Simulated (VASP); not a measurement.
Wanted: the native input for a VASP 6.6.1 run.

| Property | Result |
| --- | --- |
| Task | single point |
| Functional | PBE |
| Potentials or basis | VASP PAW PBE potentials, release 64 (Ti_sv, C) |
| Cutoff | 520 eV |
| k mesh | 8 × 8 × 8 |
| Occupations | gaussian, width 0.15 eV |
| Spin | no spin polarisation |
| Dipole correction | no |
| Further INCAR settings | ALGO = Normal; EDIFF = 1e-06; NBANDS = 15 |

The structure of TiC lies in POSCAR:

```
TiC
1.0
    0.0000000000      2.1593000000      2.1593000000
    2.1593000000      0.0000000000      2.1593000000
    2.1593000000      2.1593000000      0.0000000000
Ti C
1 1
Direct
    0.0312300000      0.9477500000      0.9829100000
    0.4518000000      0.5228900000      0.4879700000
```

The input as run:

INCAR

```
SYSTEM = TiC
  PREC = Accurate
  ENCUT = 520
  EDIFF = 1E-6
  ISMEAR = 0
  SIGMA = 0.15
  LREAL = .False.
  LASPH = .True.
  NELM = 80
  ALGO = Normal
  ISIF = 2
  LWAVE = .False.
  LCHARG = .False.
  GGA = PE
  NBANDS = 15
```

KPOINTS

```
Automatic mesh
0
Gamma
  8 8 8
  0 0 0
```

Potentials or basis: VASP PAW PBE potentials, release 64 (Ti_sv, C).

Command:

```sh
$ cat potpaw_PBE.64/Ti_sv/POTCAR potpaw_PBE.64/C/POTCAR > POTCAR
$ mpirun -np 1 vasp_std > vasp.out
```

Results of the run:

The pressure is 9.5 GPa. The largest force is 2.085 eV/Å and the band gap on the k mesh is 0.11 eV, indirect (least direct gap 0.62 eV).

Caveat: forces of over 1 eV/Å act on the atoms, so gaps and moduli don't describe the material at rest.

Run time: 43 s on 1 thread of Intel(R) Xeon(R) Platinum 8488C (Sapphire Rapids), on a shared host, peak memory 0.2 GiB.
